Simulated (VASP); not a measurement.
Set up this calculation in VASP 6.6.1, as the native input.

```
Task                   : single point
Functional             : LDA
Potentials or basis    : VASP PAW LDA potentials, release 64 (Ba_sv, Te)
Cutoff                 : 520 eV
k mesh                 : 8 × 8 × 8
Occupations            : gaussian, width 0.05 eV
Spin                   : no spin polarisation
Dipole correction      : no
Further INCAR settings : ALGO = Normal; EDIFF = 1e-06; NBANDS = 15
```

The structure of BaTe lies in POSCAR:

```
BaTe
1.0
    4.0137637078      0.0000000000      0.0000000000
    0.0000000000      4.0137637078      0.0000000000
    0.0000000000      0.0000000000      4.0137637078
Ba Te
1 1
Direct
    0.0000000000      0.0000000000      0.0000000000
    0.5000000000      0.5000000000      0.5000000000
```

This cell differs from its parent crystal: strain -0.025 along x and y, -0.025 along z.

One way to write it, as run:

INCAR

```
  PREC = Accurate
  ENCUT = 520
  EDIFF = 1E-6
  ISMEAR = 0
  SIGMA = 0.05
  LREAL = F
  LASPH = T
  NELM = 60
  ALGO = Normal
  ISIF = 2
  LWAVE = F
  LCHARG = F
  NBANDS = 15
```

KPOINTS

```
regular mesh
0
Gamma
  8 8 8
```

Potentials or basis: VASP PAW LDA potentials, release 64 (Ba_sv, Te).

Run with:

```console
$ cat potpaw_LDA.64/Ba_sv/POTCAR potpaw_LDA.64/Te/POTCAR > POTCAR
$ mpirun -np 1 vasp_std > vasp.out
```

It gave:

```
Pressure               : 4.5 GPa
Band gap on the k mesh : 0.16 eV, indirect (least direct gap 0.51 eV)
```

Caveat: the cell differs from its parent crystal (strain -0.025 along x and y, -0.025 along z); spin-orbit coupling is left out, which moves the levels of the heavy elements.

It took 21 s on 1 thread of Intel(R) Xeon(R) Platinum 8259CL CPU @ 2.50GHz (Skylake/Cascade Lake) (shared host), peak memory 0.17 GiB.
